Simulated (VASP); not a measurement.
# Ge7Au (P-43m) in VASP: further runs, part 2 of 2

VASP 6.6.1. Earlier steps stand in the parts before.

### Step 4. Single point, PBE

This run uses another cell than the first one, of 24.36 Å³/atom.

INCAR

```
SYSTEM = Ge7Au
PREC = Accurate ; ENCUT = 520
EDIFF = 1E-6 ; ISMEAR = 0
SIGMA = 0.1 ; LREAL = .FALSE.
LASPH = .TRUE. ; NELM = 100
ALGO = Normal ; ISIF = 2
LWAVE = .FALSE. ; LCHARG = .TRUE.
GGA = PE ; LELF = .TRUE.
LVHAR = .TRUE. ; NBANDS = 64
```

KPOINTS

```
Automatic mesh
0
G
  8 8 8
  0 0 0
```

POSCAR

```
Ge7Au
1.0
    5.7979506190      0.0000000000      0.0000000000
    0.0000000000      5.7979506190      0.0000000000
    0.0000000000      0.0000000000      5.7979506190
Ge Au
7 1
Direct
    0.2510173293      0.2510173293      0.2510173293
    0.0000000000      0.5000000000      0.5000000000
    0.5000000000      0.5000000000      0.0000000000
    0.5000000000      0.0000000000      0.5000000000
    0.7489826707      0.2510173293      0.7489826707
    0.7489826707      0.7489826707      0.2510173293
    0.2510173293      0.7489826707      0.7489826707
    0.0000000000      0.0000000000      0.0000000000
```

Potentials or basis: VASP PAW PBE potentials, release 64 (Ge_d, Au).

Started as:

```sh
> cat potpaw_PBE.64/Ge_d/POTCAR potpaw_PBE.64/Au/POTCAR > POTCAR
> mpirun -np 1 vasp_std > vasp.out
```

OUTCAR:

```text
SYSTEM = Ge7Au
   PREC = Accurate
   ENCUT = 520
   EDIFF = 1E-6
   ISMEAR = 0
   LREAL = .FALSE.
   LASPH = .TRUE.
   NELM = 100
   ISIF = 2
   GGA = PE

 ion  position               nearest neighbor table
   1  0.251  0.251  0.251-   2 2.51   3 2.51   4 2.51   8 2.52
   2  0.000  0.500  0.500-   1 2.51   5 2.51   6 2.51   7 2.51
   3  0.500  0.500  0.000-   1 2.51   5 2.51   6 2.51   7 2.51
   4  0.500  0.000  0.500-   1 2.51   5 2.51   6 2.51   7 2.51
   5  0.749  0.251  0.749-   2 2.51   3 2.51   4 2.51   8 2.52
   6  0.749  0.749  0.251-   2 2.51   3 2.51   4 2.51   8 2.52
[... 1822 lines left out ...]
  Total       -0.0288295     -0.0288295     -0.0288295      0.0000000      0.0000000     -0.0000000
  in kB       -0.2369869     -0.2369869     -0.2369869      0.0000000      0.0000000     -0.0000000
  external PRESSURE =      -0.2369869 kB  Pullay stress =       0.0000000 kB

 VOLUME and BASIS-vectors are now :
 -----------------------------------------------------------------------------
  energy-cutoff  :      520.00
  volume of cell :      194.91
      direct lattice vectors                 reciprocal lattice vectors
     5.797950619  0.000000000  0.000000000     0.172474736  0.000000000  0.000000000
     0.000000000  5.797950619  0.000000000     0.000000000  0.172474736  0.000000000
     0.000000000  0.000000000  5.797950619     0.000000000  0.000000000  0.172474736

 POSITION                                       TOTAL-FORCE (eV/Angst)
 -----------------------------------------------------------------------------------
      1.45539      1.45539      1.45539         0.000175      0.000175      0.000175
      0.00000      2.89898      2.89898         0.000000      0.000000      0.000000
      2.89898      2.89898      0.00000         0.000000      0.000000      0.000000
      2.89898      0.00000      2.89898        -0.000000      0.000000      0.000000
      4.34256      1.45539      4.34256        -0.000175      0.000175     -0.000175
      4.34256      4.34256      1.45539        -0.000175     -0.000175      0.000175
      1.45539      4.34256      4.34256         0.000175     -0.000175     -0.000175
      0.00000      0.00000      0.00000         0.000000      0.000000      0.000000
 -----------------------------------------------------------------------------------
    total drift:                                0.000000      0.000000      0.000000

  FREE ENERGIE OF THE ION-ELECTRON SYSTEM (eV)
  ---------------------------------------------------
  free  energy   TOTEN  =       -34.2411738415 eV

  energy  without entropy=      -34.2331438342  energy(sigma->0) =      -34.23715884
```

OSZICAR:

```text
N       E                     dE             d eps       ncg     rms          rms(c)
DAV:   1     0.145042679569E+04    0.14504E+04   -0.49324E+04  5584   0.442E+03
DAV:   2     0.253369493003E+03   -0.11971E+04   -0.11572E+04  4480   0.124E+03
DAV:   3    -0.888708468059E+01   -0.26226E+03   -0.25299E+03  4616   0.278E+02
DAV:   4    -0.345193248331E+02   -0.25632E+02   -0.25073E+02  5200   0.936E+01
DAV:   5    -0.353683621303E+02   -0.84904E+00   -0.84595E+00  5008   0.192E+01    0.881E+00
DAV:   6    -0.343270229122E+02    0.10413E+01   -0.79380E+00  7104   0.171E+01    0.737E+00
DAV:   7    -0.342724712344E+02    0.54552E-01   -0.12309E+00  4928   0.528E+00    0.334E+00
DAV:   8    -0.342496248857E+02    0.22846E-01   -0.26017E-01  5080   0.322E+00    0.963E-01
DAV:   9    -0.342395913034E+02    0.10034E-01   -0.77384E-02  5416   0.244E+00    0.157E-01
DAV:  10    -0.342410016600E+02   -0.14104E-02   -0.10037E-02  5472   0.157E+00    0.103E-01
DAV:  11    -0.342411210619E+02   -0.11940E-03   -0.12672E-03  6312   0.525E-01    0.316E-02
DAV:  12    -0.342411701528E+02   -0.49091E-04   -0.27865E-04  5088   0.133E-01    0.103E-02
DAV:  13    -0.342411717835E+02   -0.16307E-05   -0.17760E-05  5256   0.155E-01    0.425E-03
DAV:  14    -0.342411734430E+02   -0.16595E-05   -0.85732E-06  5184   0.413E-02    0.243E-03
DAV:  15    -0.342411738415E+02   -0.39845E-06   -0.18514E-06  3216   0.218E-02
   1 F= -.34241174E+02 E0= -.34237159E+02  d E =-.803001E-02
```

stdout:

```text
POSCAR found type information on POSCAR GeAu
 POSCAR found :  2 types and       8 ions
 scaLAPACK will be used
 LDA part: xc-table for (Slater+PW92), standard interpolation
 POSCAR, INCAR and KPOINTS ok, starting setup
 FFT: planning ... GRIDC
 FFT: planning ... GRID_SOFT
 FFT: planning ... GRID
 WAVECAR not read
 entering main loop
```

Run time: 5.9 min. Hardware: 1 thread of AMD EPYC 9R14 (Zen 4), shared host; peak memory 0.49 GiB.

Results:

| Quantity | Value |
| --- | --- |
| Free energy | -34.2412 eV |
| Pressure | 0.0 GPa |
| Band gap on the k mesh | zero (an odd number of electrons rules out a gap without spin polarisation) |

Levels at points of the mesh, in eV from the Fermi level:
```csv
k point,band 51,band 52,band 53,band 54,band 55,band 56,band 57,band 58
"(0.00, 0.00, 0.00)",-1.84,-1.84,-1.84,0.07,1.45,1.45,1.45,1.56
"(0.50, 0.00, 0.00)",-2.73,-1.99,-1.55,-1.55,-0.21,-0.21,1.48,1.99
"(0.50, 0.50, 0.00)",-2.68,-1.97,-1.31,-0.96,0.33,0.33,1.97,1.97
"(0.50, 0.50, 0.50)",-1.18,-1.07,-1.07,0.50,0.50,0.50,0.97,0.97
```

Caveat: spin-orbit coupling is left out, which moves the levels of the heavy elements; an odd number of electrons without spin polarisation forces a metal; a magnetic or distorted state may lie lower.

### Step 5. Summary

| cell | k mesh | gap on the mesh (eV) | pressure (GPa) |
| --- | --- | --- | --- |
| a = 5.863 Å, 8 atoms, atomic positions A | 4 × 4 × 4 | none | -1.7 |
| a = 5.798 Å, 8 atoms, atomic positions B | 6 × 6 × 6 | none | 0.0 |
| a = 5.798 Å, 8 atoms, atomic positions B | 8 × 8 × 8 | none | 0.0 |

Alike in all rows: task single point; level PBE; potentials or basis VASP PAW PBE potentials, release 64 (Ge_d, Au); no spin polarisation; cutoff (eV) 520; smearing gaussian 0.1 eV.

Caveats: spin-orbit coupling is left out, which moves the levels of the heavy elements; an odd number of electrons without spin polarisation forces a metal; a magnetic or distorted state may lie lower.

Absolute energies hang on the potentials; compare differences alone.
